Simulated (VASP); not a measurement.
# Zn7CoO8 (P3m1) in VASP: single point with PBE

Aim: the single point of Zn7CoO8 with PBE.

Program: VASP 6.6.1. These are calculated values, not measurements. Logs are shortened: lines on timing, memory, paths and dates and some standing lists are left out, and cuts for length are marked.

## (1) The cell of the first run

It takes space group P3m1 (No. 156, trigonal). The conventional cell has a = 6.500 Å, b = 6.500 Å, c = 5.210 Å, α = 90.00°, β = 90.00°, γ = 120.00°. Co (site symmetry 3m) has 4 O at 1.97 to 1.99 Å within 2.6 Å. Zn (site symmetry m) has 4 O at 1.97 to 1.99 Å within 2.6 Å. Zn (site symmetry m) has 4 O at 1.97 to 1.99 Å within 2.6 Å. Zn (site symmetry 3m) has 4 O at 1.97 to 1.99 Å within 2.6 Å. Within 2.6 Å of O (site symmetry 3m) lie 3 Zn at 1.97 Å and 1 Co at 1.99 Å. Within 2.6 Å of O (site symmetry m) lie 1 Co at 1.97 Å and 3 Zn at 1.97 to 1.99 Å. O (site symmetry m) has 4 Zn at 1.97 to 1.99 Å within 2.6 Å. O (site symmetry 3m) has 4 Zn at 1.97 to 1.99 Å within 2.6 Å.

## (2) Single point, PBE, collinear spin, ferromagnetic start

Contents of INCAR:

```
SYSTEM = Zn7CoO8
PREC = Accurate ; ENCUT = 520
EDIFF = 1E-7 ; ISMEAR = -1
SIGMA = 0.01 ; LREAL = Auto
LASPH = .TRUE. ; NELM = 150
ALGO = Normal ; ISIF = 2
LWAVE = .FALSE. ; LCHARG = .FALSE.
ISPIN = 2 ; MAGMOM = 3 0 0 0 0 0 0 0 0 0 0 0 0 0 0 0
LORBIT = 11 ; LMAXMIX = 4
GGA = PE ; NBANDS = 88
```

Contents of KPOINTS:

```
Automatic mesh
0
G
  1 1 1
  0 0 0
```

Contents of POSCAR:

```
Zn7CoO8
1.0
    6.5000000000      0.0000000000      0.0000000000
   -3.2500000000      5.6291651200      0.0000000000
    0.0000000000      0.0000000000      5.2100000000
Co Zn O
1 7 8
Direct
    0.1666666700      0.3333333300      0.0000000000
    0.3333333300      0.1666666700      0.5000000000
    0.1666666700      0.8333333300      0.0000000000
    0.3333333300      0.6666666700      0.5000000000
    0.6666666700      0.3333333300      0.0000000000
    0.8333333300      0.1666666700      0.5000000000
    0.6666666700      0.8333333300      0.0000000000
    0.8333333300      0.6666666700      0.5000000000
    0.1666666700      0.3333333300      0.3819000000
    0.3333333300      0.1666666700      0.8819000000
    0.1666666700      0.8333333300      0.3819000000
    0.3333333300      0.6666666700      0.8819000000
    0.6666666700      0.3333333300      0.3819000000
    0.8333333300      0.1666666700      0.8819000000
    0.6666666700      0.8333333300      0.3819000000
    0.8333333300      0.6666666700      0.8819000000
```

Potentials or basis: VASP PAW PBE potentials, release 64 (Co, Zn, O).

Started as:

```
$ cat potpaw_PBE.64/Co/POTCAR potpaw_PBE.64/Zn/POTCAR potpaw_PBE.64/O/POTCAR > POTCAR
$ mpirun -np 1 vasp_gam > vasp.out
```

OUTCAR:

```text
SYSTEM = Zn7CoO8
   PREC = Accurate
   ENCUT = 520
   EDIFF = 1E-7
   ISMEAR = -1
   LREAL = Auto
   LASPH = .TRUE.
   NELM = 150
   ISIF = 2
   ISPIN = 2
   LORBIT = 11
   GGA = PE

 ion  position               nearest neighbor table
   1  0.167  0.333  0.000-  10 1.97  12 1.97  14 1.97   9 1.99
   2  0.333  0.167  0.500-   9 1.97  11 1.97  13 1.97  10 1.99
   3  0.167  0.833  0.000-  12 1.97  10 1.97  16 1.97  11 1.99
   4  0.333  0.667  0.500-  11 1.97   9 1.97  15 1.97  12 1.99
   5  0.667  0.333  0.000-  14 1.97  16 1.97  10 1.97  13 1.99
   6  0.833  0.167  0.500-  13 1.97  15 1.97   9 1.97  14 1.99
[... 8 lines left out ...]
  15  0.667  0.833  0.382-   8 1.97   6 1.97   4 1.97   7 1.99
  16  0.833  0.667  0.882-   7 1.97   5 1.97   3 1.97   8 1.99

  LATTYP: Found a hexagonal cell.
 ALAT       =     6.5000000000
 C/A-ratio  =     0.8015384615

  Lattice vectors:

 A1 = (   6.5000000000,   0.0000000000,   0.0000000000)
 A2 = (  -3.2500000000,   5.6291651200,   0.0000000000)
 A3 = (   0.0000000000,   0.0000000000,   5.2100000000)

Analysis of symmetry for initial positions (statically):
=====================================================================
 Subroutine PRICEL returns:
 Original cell was already a primitive cell.

 Routine SETGRP: Setting up the symmetry group for a
 hexagonal supercell.

 Subroutine GETGRP returns: Found  6 space group operations
 (whereof  2 operations were pure point group operations)
 out of a pool of 24 trial point group operations.

The static configuration has the point symmetry C_1h.
 The point group associated with its full space group is C_3v.

Analysis of symmetry for dynamics (positions and initial velocities):
=====================================================================
 Subroutine PRICEL returns:
 Original cell was already a primitive cell.

 Routine SETGRP: Setting up the symmetry group for a
 hexagonal supercell.

 Subroutine GETGRP returns: Found  6 space group operations
 (whereof  2 operations were pure point group operations)
 out of a pool of 24 trial point group operations.

The dynamic configuration has the point symmetry C_1h.
 The point group associated with its full space group is C_3v.

Analysis of structural, dynamic, and magnetic symmetry:
=====================================================================
 Subroutine PRICEL returns:
 Original cell was already a primitive cell.

 Routine SETGRP: Setting up the symmetry group for a
 hexagonal supercell.

 Subroutine GETGRP returns: Found  6 space group operations
 (whereof  2 operations were pure point group operations)
 out of a pool of 24 trial point group operations.

The overall configuration has the point symmetry C_1h.
 The point group associated with its full space group is C_3v.

 Subroutine INISYM returns: Found  6 space group operations
 (whereof  2 operations are pure point group operations),
 and found     1 'primitive' translations

----------------------------------------------------------------------------------------

                                     Primitive cell

  volume of cell :     190.6317

  direct lattice vectors                    reciprocal lattice vectors
     6.500000000  0.000000000  0.000000000     0.153846154  0.088823118  0.000000000
    -3.250000000  5.629165120  0.000000000     0.000000000  0.177646237  0.000000000
     0.000000000  0.000000000  5.210000000     0.000000000  0.000000000  0.191938580

  length of vectors
     6.500000000  6.499999996  5.210000000     0.177646237  0.177646237  0.191938580

  position of ions in fractional coordinates (direct lattice)
     0.166666670  0.333333330  0.000000000
     0.333333330  0.166666670  0.500000000
     0.166666670  0.833333330  0.000000000
     0.333333330  0.666666670  0.500000000
     0.666666670  0.333333330  0.000000000
     0.833333330  0.166666670  0.500000000
[... 8 lines left out ...]
     0.666666670  0.833333330  0.381900000
     0.833333330  0.666666670  0.881900000

  ion indices of the primitive-cell ions
   primitive index   ion index
                 1           1
                 2           2
                 3           3
                 4           4
                 5           5
                 6           6
[... 8 lines left out ...]
                15          15
                16          16

----------------------------------------------------------------------------------------

 KPOINTS: Automatic mesh

Automatic generation of k-mesh.
 Grid dimensions read from file:
 generate k-points for:    1    1    1

 Generating k-lattice:

  Cartesian coordinates                     Fractional coordinates (reciprocal lattice)
     0.153846154  0.088823118  0.000000000     1.000000000  0.000000000  0.000000000
     0.000000000  0.177646237  0.000000000     0.000000000  1.000000000  0.000000000
     0.000000000  0.000000000  0.191938580     0.000000000  0.000000000  1.000000000

  Length of vectors
     0.177646237  0.177646237  0.191938580

  Shift w.r.t. Gamma in fractional coordinates (k-lattice)
     0.000000000  0.000000000  0.000000000

 Subroutine IBZKPT returns following result:
 ===========================================

 Found      1 irreducible k-points:

 Following reciprocal coordinates:
            Coordinates               Weight
  0.000000  0.000000  0.000000      1.000000
   k-points           NKPTS =      1   k-points in BZ     NKDIM =      1   number of bands    NBANDS=     88
   number of dos      NEDOS =    301   number of ions     NIONS =     16
   total plane-waves  NPLWV =  92160
   dimension x,y,z NGX =    48 NGY =   48 NGZ =   40
   dimension x,y,z NGXF=    96 NGYF=   96 NGZF=   80
   ions per type =               1   7   8
   NGX,Y,Z   is equivalent  to a cutoff of  12.28, 12.28, 12.76 a.u.
   NGXF,Y,Z  is equivalent  to a cutoff of  24.55, 24.55, 25.53 a.u.
 SYSTEM =  Zn7CoO8
   PREC   = accura    normal or accurate (medium, high low for compatibility)
   ISTART =      0    job   : 0-new  1-cont  2-samecut
   ICHARG =      2    charge: 1-file 2-atom 10-const
   ISPIN  =      2    spin polarized calculation?
   LNONCOLLINEAR =      F non collinear calculations
   LSORBIT =      F    spin-orbit coupling
   LASPH  =      T    aspherical Exc in radial PAW
   ENCUT  =  520.0 eV  38.22 Ry    6.18 a.u.  12.09 12.09  9.69*2*pi/ulx,y,z
   NELM   =    150;   NELMIN=  2; NELMDL= -5     # of ELM steps
   EDIFF  = 0.1E-06   stopping-criterion for ELM
   LREAL  =      T    real-space projection
   EDIFFG = 0.1E-05   stopping-criterion for IOM
   NSW    =      0    number of steps for IOM
   IBRION =     -1    ionic relax: 0-MD 1-quasi-New 2-CG
   NFREE  =      0    steps in history (QN), initial steepest desc. (CG)
   ISIF   =      2    stress and relaxation
   ISYM   =      2    0-nonsym 1-usesym 2-fastsym
   POTIM  = 0.5000    time-step for ionic-motion
   TEBEG  =    0.0;   TEEND  =   0.0 temperature during run
   PSTRESS=    0.0 pullay stress
   NELECT =     141.0000    total number of electrons
   NUPDOWN=      -1.0000    fix difference up-down
   EMIN   =  10.00;   EMAX   =-10.00  energy-range for DOS
   EFERMI =   0.00;   METHOD = LEGACY
   ISMEAR =    -1;   SIGMA  =   0.01  broadening in eV -4-tet -1-fermi 0-gaus
   EFERMI_NEDOS =   21; number of points for ismear=-14 and -15
   IALGO  =     38    algorithm
   IMIX   =      4    mixing-type and parameters
     AMIX     =   0.40;   BMIX     =  1.00
     AMIX_MAG =   1.60;   BMIX_MAG =  1.00
  volume/ion in A,a.u.               =      11.91        80.40
  Fermi-wavevector in a.u.,A,eV,Ry     =   1.480526  2.797789 29.823408  2.191959
  Thomas-Fermi vector in A             =   2.594550
   LORBIT       =     11    0 simple, 1 ext, 2 COOP (PROOUT), +10 PAW based schemes
   GGA     = PE    functional components
   LHFCALC =     F    Hartree Fock is set to
   AEXX    =    0.0000 exact exchange contribution
   IVDW    =     0    specifies the selected vdW correction
   LEPSILON=     F    determine dielectric tensor
   LRPA    =     F    only Hartree local field effects (RPA)
 spin polarized calculation
  energy-cutoff  :      520.00
  volume of cell :      190.63
 maximum number of plane-waves:      2560
   NGX = 25   NGY = 25   NGZ = 19

 number of electron     141.0000063 magnetization       3.8996840

 Free energy of the ion-electron system (eV)
  ---------------------------------------------------
  ext. energy  EPLUGINS =         0.00000000
  ---------------------------------------------------
  free energy    TOTEN  =       -73.84236825 eV

  energy without entropy =      -73.82482970  energy(sigma->0) =      -73.83359897

 E-fermi :   2.4162     XC(G=0): -10.8986

 val. band max:        2.4038631434   @ k =   0.0000   0.0000   0.0000
 cond. band min:       2.4182665946   @ k =   0.0000   0.0000   0.0000
 fundamental gap:      0.0144034512
 Fermi energy:         2.4162427005

 spin component 1

 k-point     1 :       0.0000    0.0000    0.0000
  band No.  band energies     occupation
      1     -16.5332      1.00000
      2     -16.0003      1.00000
      3     -16.0003      1.00000
      4     -15.8126      1.00000
      5     -15.6755      1.00000
      6     -15.3839      1.00000
[... 74 lines left out ...]
     81       9.2468      0.00000
     82       9.2468      0.00000
 Fermi energy:         2.4162427005

 spin component 2

 k-point     1 :       0.0000    0.0000    0.0000
  band No.  band energies     occupation
      1     -16.3198      1.00000
      2     -15.7071      1.00000
      3     -15.7071      1.00000
      4     -15.6005      1.00000
      5     -15.5710      1.00000
      6     -15.3350      1.00000
[... 74 lines left out ...]
     81       9.4580      0.00000
     82       9.5436      0.00000
 [bands above 82 left out]

------------------------ aborting loop because EDIFF is reached ----------------------------------------

  FORCE on cell =-STRESS in cart. coord.  units (eV):
  Direction    XX          YY          ZZ          XY          YZ          ZX
  --------------------------------------------------------------------------------------
  -------------------------------------------------------------------------------------
  Total        9.7745610      9.7745610     -4.1434846      0.0000000     -0.0000000      0.0000000
  in kB       82.1509854     82.1509852    -34.8242073      0.0000000     -0.0000000      0.0000000
  external PRESSURE =      43.1592544 kB  Pullay stress =       0.0000000 kB

 VOLUME and BASIS-vectors are now :
 -----------------------------------------------------------------------------
  energy-cutoff  :      520.00
  volume of cell :      190.63
      direct lattice vectors                 reciprocal lattice vectors
     6.500000000  0.000000000  0.000000000     0.153846154  0.088823118  0.000000000
    -3.250000000  5.629165120  0.000000000     0.000000000  0.177646237  0.000000000
     0.000000000  0.000000000  5.210000000     0.000000000  0.000000000  0.191938580

 POSITION                                       TOTAL-FORCE (eV/Angst)
 -----------------------------------------------------------------------------------
      0.00000      1.87639      0.00000         0.000000      0.000000      0.306656
      1.62500      0.93819      2.60500         0.062273     -0.035954     -0.067197
     -1.62500      4.69097      0.00000        -0.130323     -0.075242      0.171400
     -0.00000      3.75278      2.60500         0.000000      0.071907     -0.067197
      3.25000      1.87639      0.00000         0.000000      0.150484      0.171400
      4.87500      0.93819      2.60500        -0.062273     -0.035954     -0.067197
[... 8 lines left out ...]
      1.62500      4.69097      1.98970        -0.130571      0.075385     -0.104226
      3.25000      3.75278      4.59470         0.000000      0.000000     -0.058103
 -----------------------------------------------------------------------------------
    total drift:                                0.000204     -0.000096     -0.046216

  FREE ENERGIE OF THE ION-ELECTRON SYSTEM (eV)
  ---------------------------------------------------
  free  energy   TOTEN  =       -73.8423682462 eV

  energy  without entropy=      -73.8248297010  energy(sigma->0) =      -73.83359897

 total charge

# of ion       s       p       d       tot
------------------------------------------
    1        0.333   0.429   7.108   7.870
    2        0.443   0.497   9.890  10.830
    3        0.445   0.498   9.888  10.831
    4        0.443   0.497   9.890  10.830
    5        0.445   0.498   9.888  10.831
    6        0.443   0.497   9.890  10.830
[... 8 lines left out ...]
   15        1.537   3.491   0.000   5.028
   16        1.537   3.489   0.000   5.027
--------------------------------------------------
tot         15.758  31.750  76.341 123.849

 magnetization (x)

# of ion       s       p       d       tot
------------------------------------------
    1        0.024   0.054   2.524   2.602
    2        0.016   0.001   0.012   0.029
    3        0.014  -0.001   0.014   0.028
    4        0.016   0.001   0.012   0.029
    5        0.014  -0.001   0.014   0.028
    6        0.016   0.001   0.012   0.029
[... 8 lines left out ...]
   15        0.012   0.004   0.000   0.016
   16        0.012   0.001   0.000   0.013
--------------------------------------------------
tot          0.242   0.634   2.605   3.481
```

Wall time 1.8 min (1 thread of Intel Xeon 6975P-C (Granite Rapids), shared host); peak memory 0.35 GiB.

Results:

* Free energy: -73.8424 eV
* Pressure: 4.3 GPa
* Largest force: 1.000 eV/Å
* Net moment: 3.90 μB per cell
* Site moments: Co +2.60; Zn +0.03, +0.02 (each value once); O +0.12, +0.17, +0.02, +0.01 (each value once) μB
* Valence electrons inside the program's atomic spheres: Co 7.87; Zn 10.83, 10.84 (each value once); O 5.02, 5.01, 5.03 (each value once)

Forces in eV/Å, atoms in the order of the input:
```
Co   0.000  0.000  0.307
Zn   0.062 -0.036 -0.067
Zn  -0.130 -0.075  0.171
Zn   0.000  0.072 -0.067
Zn   0.000  0.150  0.171
Zn  -0.062 -0.036 -0.067
Zn   0.130 -0.075  0.171
Zn   0.000  0.000  0.059
O    0.000  0.000 -1.000
O   -0.689  0.398  0.231
O    0.131  0.075 -0.104
O    0.000 -0.796  0.231
O    0.000 -0.151 -0.104
O    0.689  0.398  0.231
O   -0.131  0.075 -0.104
O    0.000  0.000 -0.058
```

Caveat: the k points lie up to 1.21 Å⁻¹ apart; a cell with one magnetic atom can't hold antiferromagnetic order, which such compounds often take; forces of over 1 eV/Å act on the atoms, so gaps and moduli don't describe the material at rest.
